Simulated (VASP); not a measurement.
# KAl (R-3m) in VASP: notebook

Runs on KAl. Level: PBE. Tasks: single point.

Program: VASP 6.6.1. These are calculated values, not measurements. Logs are shortened: lines on timing, memory, paths and dates and some standing lists are left out, and cuts for length are marked.

### 1 The cell of the first run

Symmetry: R-3m, No. 166, trigonal system. The conventional cell has a = 3.466 Å, b = 3.466 Å, c = 18.112 Å, α = 90.00°, β = 90.00°, γ = 120.00°. K (site symmetry -3m) has 6 K at 3.47 Å and 6 Al at 3.62 Å within 4.6 Å. Al (site symmetry -3m) has 6 Al at 3.47 Å and 6 K at 3.62 Å within 4.6 Å.

The cell was generated, and may not be a known phase.

### 2 Single point, PBE

INCAR reads:

```
  PREC = Accurate
  ENCUT = 520
  EDIFF = 1E-6
  ISMEAR = 0
  SIGMA = 0.1
  LREAL = False
  LASPH = True
  NELM = 80
  ALGO = Fast
  ISIF = 2
  LWAVE = False
  LCHARG = False
  GGA = PE
  NBANDS = 13
```

KPOINTS reads:

```
Automatic mesh
0
Gamma
  18 18 18
```

POSCAR reads:

```
KAl
1.0
    1.7328493891      1.0004610631      6.0374771445
   -1.7328493891      1.0004610631      6.0374771445
    0.0000000000     -2.0009221208      6.0374771454
K Al
1 1
Direct
    0.0000000000      0.0000000000      0.0000000000
    0.5000000000      0.5000000000      0.5000000000
```

Potentials or basis: VASP PAW PBE potentials, release 64 (K_sv, Al).

Run with:

```
cat potpaw_PBE.64/K_sv/POTCAR potpaw_PBE.64/Al/POTCAR > POTCAR
mpirun -np 1 vasp_std > vasp.out
```

OUTCAR:

```text
PREC = Accurate
   ENCUT = 520
   EDIFF = 1E-6
   ISMEAR = 0
   LREAL = False
   LASPH = True
   NELM = 80
   ISIF = 2
   GGA = PE

 ion  position               nearest neighbor table
   1  0.000  0.000  0.000-
   2  0.500  0.500  0.500-

  LATTYP: Found a trigonal (rhomboedric) cell.
 ALAT       =     6.3604103338
 COS(alpha) =     0.8515496035

  Lattice vectors:

 A1 = (   1.7328493891,   1.0004610631,   6.0374771445)
 A2 = (  -1.7328493891,   1.0004610631,   6.0374771445)
 A3 = (   0.0000000000,  -2.0009221208,   6.0374771454)

Analysis of symmetry for initial positions (statically):
=====================================================================
 Subroutine PRICEL returns:
 Original cell was already a primitive cell.

 Routine SETGRP: Setting up the symmetry group for a
 trigonal (rhombohedral) supercell.

 Subroutine GETGRP returns: Found 12 space group operations
 (whereof 12 operations were pure point group operations)
 out of a pool of 12 trial point group operations.

The static configuration has the point symmetry D_3d.

Analysis of symmetry for dynamics (positions and initial velocities):
=====================================================================
 Subroutine PRICEL returns:
 Original cell was already a primitive cell.

 Routine SETGRP: Setting up the symmetry group for a
 trigonal (rhombohedral) supercell.

 Subroutine GETGRP returns: Found 12 space group operations
 (whereof 12 operations were pure point group operations)
 out of a pool of 12 trial point group operations.

The dynamic configuration has the point symmetry D_3d.

 Subroutine INISYM returns: Found 12 space group operations
 (whereof 12 operations are pure point group operations),
 and found     1 'primitive' translations

----------------------------------------------------------------------------------------

                                     Primitive cell

  volume of cell :      62.8012

  direct lattice vectors                    reciprocal lattice vectors
     1.732849389  1.000461063  6.037477145     0.288542099  0.166589859  0.055210699
    -1.732849389  1.000461063  6.037477145    -0.288542099  0.166589859  0.055210699
     0.000000000 -2.000922121  6.037477145     0.000000000 -0.333179717  0.055210699

  length of vectors
     6.360410334  6.360410334  6.360410334     0.337723178  0.337723178  0.337723178

  position of ions in fractional coordinates (direct lattice)
     0.000000000  0.000000000  0.000000000
     0.500000000  0.500000000  0.500000000

  ion indices of the primitive-cell ions
   primitive index   ion index
                 1           1
                 2           2

----------------------------------------------------------------------------------------

 KPOINTS: Automatic mesh

Automatic generation of k-mesh.
 Grid dimensions read from file:
 generate k-points for:   18   18   18

 Generating k-lattice:

  Cartesian coordinates                     Fractional coordinates (reciprocal lattice)
     0.016030117  0.009254992  0.003067261     0.055555556  0.000000000  0.000000000
    -0.016030117  0.009254992  0.003067261     0.000000000  0.055555556  0.000000000
     0.000000000 -0.018509984  0.003067261     0.000000000  0.000000000  0.055555556

  Length of vectors
     0.018762399  0.018762399  0.018762399

  Shift w.r.t. Gamma in fractional coordinates (k-lattice)
     0.000000000  0.000000000  0.000000000

 Subroutine IBZKPT returns following result:
 ===========================================

 Found    580 irreducible k-points:

 Following reciprocal coordinates:
            Coordinates               Weight
  0.000000  0.000000  0.000000      1.000000
  0.055556 -0.000000  0.000000      6.000000
  0.111111 -0.000000  0.000000      6.000000
  0.166667 -0.000000  0.000000      6.000000
  0.222222 -0.000000  0.000000      6.000000
  0.277778 -0.000000  0.000000      6.000000
[... 16 lines left out ...]
 -0.277778  0.055556 -0.000000     12.000000
 -0.222222  0.055556  0.000000     12.000000
 [... further k-points ...]
   k-points           NKPTS =    580   k-points in BZ     NKDIM =    580   number of bands    NBANDS=     13
   number of dos      NEDOS =    301   number of ions     NIONS =      2
   total plane-waves  NPLWV = 110592
   dimension x,y,z NGX =    48 NGY =   48 NGZ =   48
   dimension x,y,z NGXF=    96 NGYF=   96 NGZF=   96
   ions per type =               1   1
   NGX,Y,Z   is equivalent  to a cutoff of  12.55, 12.55, 12.55 a.u.
   NGXF,Y,Z  is equivalent  to a cutoff of  25.09, 25.09, 25.09 a.u.
 SYSTEM =  unknown system
   PREC   = accura    normal or accurate (medium, high low for compatibility)
   ISTART =      0    job   : 0-new  1-cont  2-samecut
   ICHARG =      2    charge: 1-file 2-atom 10-const
   ISPIN  =      1    spin polarized calculation?
   LNONCOLLINEAR =      F non collinear calculations
   LSORBIT =      F    spin-orbit coupling
   LASPH  =      T    aspherical Exc in radial PAW
   ENCUT  =  520.0 eV  38.22 Ry    6.18 a.u.  11.83 11.83 11.83*2*pi/ulx,y,z
   NELM   =     80;   NELMIN=  2; NELMDL= -5     # of ELM steps
   EDIFF  = 0.1E-05   stopping-criterion for ELM
   LREAL  =      F    real-space projection
   EDIFFG = 0.1E-04   stopping-criterion for IOM
   NSW    =      0    number of steps for IOM
   IBRION =     -1    ionic relax: 0-MD 1-quasi-New 2-CG
   NFREE  =      0    steps in history (QN), initial steepest desc. (CG)
   ISIF   =      2    stress and relaxation
   ISYM   =      2    0-nonsym 1-usesym 2-fastsym
   POTIM  = 0.5000    time-step for ionic-motion
   TEBEG  =    0.0;   TEEND  =   0.0 temperature during run
   PSTRESS=    0.0 pullay stress
   NELECT =      12.0000    total number of electrons
   NUPDOWN=      -1.0000    fix difference up-down
   EMIN   =  10.00;   EMAX   =-10.00  energy-range for DOS
   EFERMI =   0.00;   METHOD = LEGACY
   ISMEAR =     0;   SIGMA  =   0.10  broadening in eV -4-tet -1-fermi 0-gaus
   EFERMI_NEDOS =   21; number of points for ismear=-14 and -15
   IALGO  =     68    algorithm
   IMIX   =      4    mixing-type and parameters
     AMIX     =   0.40;   BMIX     =  1.00
     AMIX_MAG =   1.60;   BMIX_MAG =  1.00
  volume/ion in A,a.u.               =      31.40       211.90
  Fermi-wavevector in a.u.,A,eV,Ry     =   0.942930  1.781879 12.097164  0.889116
  Thomas-Fermi vector in A             =   2.070587
   LORBIT       =      0    0 simple, 1 ext, 2 COOP (PROOUT), +10 PAW based schemes
   GGA     = PE    functional components
   LHFCALC =     F    Hartree Fock is set to
   AEXX    =    0.0000 exact exchange contribution
   IVDW    =     0    specifies the selected vdW correction
   LEPSILON=     F    determine dielectric tensor
   LRPA    =     F    only Hartree local field effects (RPA)
 non-spin polarized calculation
 RMM-DIIS sequential band-by-band and
 Gauss-broadening in eV      SIGMA  =   0.10
  energy-cutoff  :      520.00
  volume of cell :       62.80
 maximum number of plane-waves:      1713
   NGX = 23   NGY = 23   NGZ = 23

 number of electron      12.0000000 magnetization

 Free energy of the ion-electron system (eV)
  ---------------------------------------------------
  ext. energy  EPLUGINS =         0.00000000
  ---------------------------------------------------
  free energy    TOTEN  =        -3.69433726 eV

  energy without entropy =       -3.68784968  energy(sigma->0) =       -3.69109347

 E-fermi :   2.5574     XC(G=0):  -8.0616

 val. band max:        2.5564095144   @ k =  -0.2778   0.5000   0.2222
 cond. band min:       2.5592237423   @ k =   0.4444   0.1667   0.0000
 fundamental gap:      0.0028142280
 Fermi energy:         2.5573662293

 k-point     1 :       0.0000    0.0000    0.0000
  band No.  band energies     occupation
      1     -29.3464      2.00000
      2     -12.7400      2.00000
      3     -12.5212      2.00000
      4     -12.5212      2.00000
      5      -3.9646      2.00000
      6       1.5438      2.00000
      7       2.4741      1.76110
      8       7.8650      0.00000
      9       7.8650      0.00000
     10       8.3665      0.00000
     11       9.8268      0.00000
     12       9.8271      0.00000
     13       9.8538      0.00000

 k-point     2 :       0.0556   -0.0000    0.0000
  band No.  band energies     occupation
      1     -29.3430      2.00000
      2     -12.7352      2.00000
      3     -12.5476      2.00000
      4     -12.5266      2.00000
      5      -3.9118      2.00000
      6       1.5572      2.00000
      7       2.5679      0.88177
      8       7.7175      0.00000
      9       7.9307      0.00000
     10       8.3934      0.00000
     11       9.1404      0.00000
     12       9.3335      0.00000
     13       9.9710      0.00000

 k-point     3 :       0.1111   -0.0000    0.0000
  band No.  band energies     occupation
      1     -29.3331      2.00000
      2     -12.7214      2.00000
      3     -12.6226      2.00000
      4     -12.5422      2.00000
      5      -3.7542      2.00000
      6       1.6067      2.00000
      7       2.8328      0.00010
      8       7.2989      0.00000
      9       8.0904      0.00000
     10       8.1246      0.00000
     11       8.5055      0.00000
     12       8.8034      0.00000
     13       9.7547      0.00000
[... 305 lines left out ...]
 k-point    23 :      -0.2778    0.0556   -0.0000
  band No.  band energies     occupation
      1     -29.2679      2.00000
      2     -13.0757      2.00000
      3     -12.6525      2.00000
      4     -12.6300      2.00000
      5      -2.3963      2.00000
      6       2.2416      1.99999
      7       3.7258      0.00000
      8       4.4313      0.00000
      9       6.1284      0.00000
     10       6.8912      0.00000
     11       8.6176      0.00000
     12       9.0261      0.00000
     13       9.9087      0.00000

 k-point    24 :      -0.2222    0.0556    0.0000
  band No.  band energies     occupation
      1     -29.2874      2.00000
      2     -12.9450      2.00000
      3     -12.6573      2.00000
      4     -12.6203      2.00000
      5      -2.8925      2.00000
      6       2.0367      2.00000
      7       3.9464      0.00000
      8       4.8562      0.00000
      9       6.3958      0.00000
     10       7.2470      0.00000
     11       8.8362      0.00000
     12       9.0405      0.00000
     13       9.2724      0.00000

 [... further k-points ...]

------------------------ aborting loop because EDIFF is reached ----------------------------------------

  FORCE on cell =-STRESS in cart. coord.  units (eV):
  Direction    XX          YY          ZZ          XY          YZ          ZX
  --------------------------------------------------------------------------------------
  -------------------------------------------------------------------------------------
  Total       -0.0030635     -0.0030635      0.0051909      0.0000000      0.0000000      0.0000000
  in kB       -0.0781547     -0.0781547      0.1324309      0.0000000      0.0000000      0.0000000
  external PRESSURE =      -0.0079595 kB  Pullay stress =       0.0000000 kB

 VOLUME and BASIS-vectors are now :
 -----------------------------------------------------------------------------
  energy-cutoff  :      520.00
  volume of cell :       62.80
      direct lattice vectors                 reciprocal lattice vectors
     1.732849389  1.000461063  6.037477145     0.288542099  0.166589859  0.055210699
    -1.732849389  1.000461063  6.037477145    -0.288542099  0.166589859  0.055210699
     0.000000000 -2.000922121  6.037477145     0.000000000 -0.333179717  0.055210699

 POSITION                                       TOTAL-FORCE (eV/Angst)
 -----------------------------------------------------------------------------------
      0.00000      0.00000      0.00000         0.000000      0.000000     -0.000000
      0.00000      0.00000      9.05622        -0.000000     -0.000000      0.000000
 -----------------------------------------------------------------------------------
    total drift:                                0.000000      0.000000     -0.000000

  FREE ENERGIE OF THE ION-ELECTRON SYSTEM (eV)
  ---------------------------------------------------
  free  energy   TOTEN  =        -3.6943372613 eV

  energy  without entropy=       -3.6878496769  energy(sigma->0) =       -3.69109347
```

It took 15 min on 1 thread of AMD EPYC 9R45 (Zen 5), shared host; peak memory 0.65 GiB.

Results:

| Property | Result |
| --- | --- |
| Free energy | -3.6943 eV |
| Pressure | 0.0 GPa |
| Band gap on the k mesh | zero (bands 6 and 7 overlap by 0.58 eV) |

Levels at points of the mesh, in eV from the Fermi level:
| k point | band 2 | band 3 | band 4 | band 5 | band 6 | band 7 | band 8 | band 9 | band 10 | band 11 |
| --- | --- | --- | --- | --- | --- | --- | --- | --- | --- | --- |
| (0.00, 0.00, 0.00) | -15.30 | -15.08 | -15.08 | -6.52 | -1.01 | -0.08 | 5.31 | 5.31 | 5.81 | 7.27 |
| (0.50, 0.00, 0.00) | -15.88 | -15.25 | -15.14 | -2.98 | -1.90 | 0.20 | 2.44 | 3.36 | 4.21 | 5.56 |
| (0.50, 0.50, 0.00) | -15.88 | -15.25 | -15.14 | -3.21 | -1.58 | 1.12 | 1.31 | 3.01 | 4.68 | 5.15 |
| (0.50, 0.50, 0.50) | -15.31 | -15.08 | -15.08 | -6.19 | -2.69 | 2.13 | 4.89 | 5.19 | 5.19 | 7.03 |

### 3 Single point, PBE

INCAR reads:

```
SYSTEM = KAl
  PREC = Accurate
  ENCUT = 520
  EDIFF = 1E-6
  ISMEAR = 0
  SIGMA = 0.1
  LREAL = .FALSE.
  LASPH = .TRUE.
  NELM = 100
  ALGO = Fast
  ISIF = 2
  LWAVE = .FALSE.
  LCHARG = .FALSE.
  GGA = PE
  NBANDS = 13
```

KPOINTS reads:

```
regular mesh
0
G
  18 18 18
  0 0 0
```

POSCAR is that of step 2.

Potentials or basis: VASP PAW PBE potentials, release 64 (K_sv, Al).

Run with:

```
cat potpaw_PBE.64/K_sv/POTCAR potpaw_PBE.64/Al/POTCAR > POTCAR
mpirun -np 1 vasp_std > vasp.out
```

OUTCAR:

```text
SYSTEM = KAl
   PREC = Accurate
   ENCUT = 520
   EDIFF = 1E-6
   ISMEAR = 0
   LREAL = .FALSE.
   LASPH = .TRUE.
   NELM = 100
   ISIF = 2
   GGA = PE

 ion  position               nearest neighbor table
   1  0.000  0.000  0.000-
   2  0.500  0.500  0.500-

  LATTYP: Found a trigonal (rhomboedric) cell.
 ALAT       =     6.3604103338
 COS(alpha) =     0.8515496035

  Lattice vectors:

 A1 = (   1.7328493891,   1.0004610631,   6.0374771445)
 A2 = (  -1.7328493891,   1.0004610631,   6.0374771445)
 A3 = (   0.0000000000,  -2.0009221208,   6.0374771454)

Analysis of symmetry for initial positions (statically):
=====================================================================
 Subroutine PRICEL returns:
 Original cell was already a primitive cell.

 Routine SETGRP: Setting up the symmetry group for a
 trigonal (rhombohedral) supercell.

 Subroutine GETGRP returns: Found 12 space group operations
 (whereof 12 operations were pure point group operations)
 out of a pool of 12 trial point group operations.

The static configuration has the point symmetry D_3d.
[... 173 lines left out ...]
      3     -12.5212      2.00000
      4     -12.5212      2.00000
      5      -3.9646      2.00000
      6       1.5438      2.00000
      7       2.4741      1.76110
      8       7.8650      0.00000
      9       7.8650      0.00000
     10       8.3665      0.00000
     11       9.8268      0.00000
     12       9.8271      0.00000
     13       9.8538      0.00000
[... 354 lines left out ...]
  band No.  band energies     occupation
      1     -29.2874      2.00000
      2     -12.9450      2.00000
      3     -12.6573      2.00000
      4     -12.6203      2.00000
      5      -2.8925      2.00000
      6       2.0367      2.00000
      7       3.9464      0.00000
      8       4.8562      0.00000
      9       6.3958      0.00000
     10       7.2470      0.00000
     11       8.8362      0.00000
     12       9.0405      0.00000
     13       9.2724      0.00000

 [... further k-points ...]

------------------------ aborting loop because EDIFF is reached ----------------------------------------

  FORCE on cell =-STRESS in cart. coord.  units (eV):
  Direction    XX          YY          ZZ          XY          YZ          ZX
  --------------------------------------------------------------------------------------
  -------------------------------------------------------------------------------------
  Total       -0.0030635     -0.0030635      0.0051909      0.0000000      0.0000000      0.0000000
  in kB       -0.0781547     -0.0781547      0.1324309      0.0000000      0.0000000      0.0000000
  external PRESSURE =      -0.0079595 kB  Pullay stress =       0.0000000 kB

 VOLUME and BASIS-vectors are now :
 -----------------------------------------------------------------------------
  energy-cutoff  :      520.00
  volume of cell :       62.80
      direct lattice vectors                 reciprocal lattice vectors
     1.732849389  1.000461063  6.037477145     0.288542099  0.166589859  0.055210699
    -1.732849389  1.000461063  6.037477145    -0.288542099  0.166589859  0.055210699
     0.000000000 -2.000922121  6.037477145     0.000000000 -0.333179717  0.055210699

 POSITION                                       TOTAL-FORCE (eV/Angst)
 -----------------------------------------------------------------------------------
      0.00000      0.00000      0.00000         0.000000      0.000000     -0.000000
      0.00000      0.00000      9.05622        -0.000000     -0.000000      0.000000
 -----------------------------------------------------------------------------------
    total drift:                                0.000000      0.000000     -0.000000

  FREE ENERGIE OF THE ION-ELECTRON SYSTEM (eV)
  ---------------------------------------------------
  free  energy   TOTEN  =        -3.6943372613 eV

  energy  without entropy=       -3.6878496769  energy(sigma->0) =       -3.69109347
```

OSZICAR:

```text
N       E                     dE             d eps       ncg     rms          rms(c)
DAV:   1     0.535465394679E+02    0.53547E+02   -0.51108E+03 15080   0.797E+02
DAV:   2    -0.145968229884E+01   -0.55006E+02   -0.52899E+02 18110   0.197E+02
DAV:   3    -0.371109504108E+01   -0.22514E+01   -0.22403E+01 22871   0.295E+01
DAV:   4    -0.379520876515E+01   -0.84114E-01   -0.84018E-01 20734   0.510E+00
DAV:   5    -0.379709458239E+01   -0.18858E-02   -0.18857E-02 22746   0.702E-01    0.423E+00
RMM:   6    -0.371615231010E+01    0.80942E-01   -0.29808E-02 18414   0.899E-01    0.330E+00
RMM:   7    -0.369580331595E+01    0.20349E-01   -0.52801E-02 23183   0.109E+00    0.893E-01
RMM:   8    -0.369400111985E+01    0.18022E-02   -0.87189E-03 20155   0.655E-01    0.112E-01
RMM:   9    -0.369422282867E+01   -0.22171E-03   -0.24655E-03 25780   0.197E-01    0.859E-02
RMM:  10    -0.369429911122E+01   -0.76283E-04   -0.53424E-04 25216   0.113E-01    0.527E-02
RMM:  11    -0.369432355672E+01   -0.24445E-04   -0.19337E-04 26666   0.637E-02    0.851E-03
RMM:  12    -0.369433065998E+01   -0.71033E-05   -0.75111E-05 27490   0.345E-02    0.777E-03
RMM:  13    -0.369433392287E+01   -0.32629E-05   -0.30314E-05 25075   0.209E-02    0.644E-03
RMM:  14    -0.369433569732E+01   -0.17745E-05   -0.14058E-05 23123   0.143E-02    0.269E-03
RMM:  15    -0.369433686062E+01   -0.11633E-05   -0.72491E-06 20927   0.101E-02    0.154E-03
RMM:  16    -0.369433726132E+01   -0.40070E-06   -0.37118E-06 18150   0.732E-03
   1 F= -.36943373E+01 E0= -.36910935E+01  d E =-.648758E-02
```

stdout:

```text
POSCAR found type information on POSCAR K Al
 POSCAR found :  2 types and       2 ions
 scaLAPACK will be used
 LDA part: xc-table for (Slater+PW92), standard interpolation
 POSCAR, INCAR and KPOINTS ok, starting setup
 FFT: planning ... GRIDC
 FFT: planning ... GRID_SOFT
 FFT: planning ... GRID
 WAVECAR not read
 entering main loop
WARNING in EDDRMM: call to ZHEGV failed, returncode =   6  3      8
WARNING in EDDRMM: call to ZHEGV failed, returncode =   8  4      7
WARNING in EDDRMM: call to ZHEGV failed, returncode =   8  4      5
WARNING in EDDRMM: call to ZHEGV failed, returncode =   8  4      5
WARNING in EDDRMM: call to ZHEGV failed, returncode =   6  3     10
WARNING in EDDRMM: call to ZHEGV failed, returncode =   8  4     10
WARNING in EDDRMM: call to ZHEGV failed, returncode =   6  3      6
WARNING in EDDRMM: call to ZHEGV failed, returncode =   6  3      8
WARNING in EDDRMM: call to ZHEGV failed, returncode =   6  3      9
WARNING in EDDRMM: call to ZHEGV failed, returncode =   6  3     12
WARNING in EDDRMM: call to ZHEGV failed, returncode =   6  3      9
WARNING in EDDRMM: call to ZHEGV failed, returncode =   8  4      9
WARNING in EDDRMM: call to ZHEGV failed, returncode =   6  3      9
WARNING in EDDRMM: call to ZHEGV failed, returncode =   6  3      8
WARNING in EDDRMM: call to ZHEGV failed, returncode =   6  3     12
```

Wall time 16 min (1 thread of AMD EPYC 9R45 (Zen 5), shared host); peak memory 0.66 GiB.

Results:

```yaml
Free_energy: -3.6943 eV
Pressure: 0.0 GPa
Band_gap_on_the_k_mesh: zero (bands 6 and 7 overlap by 0.58 eV)
```
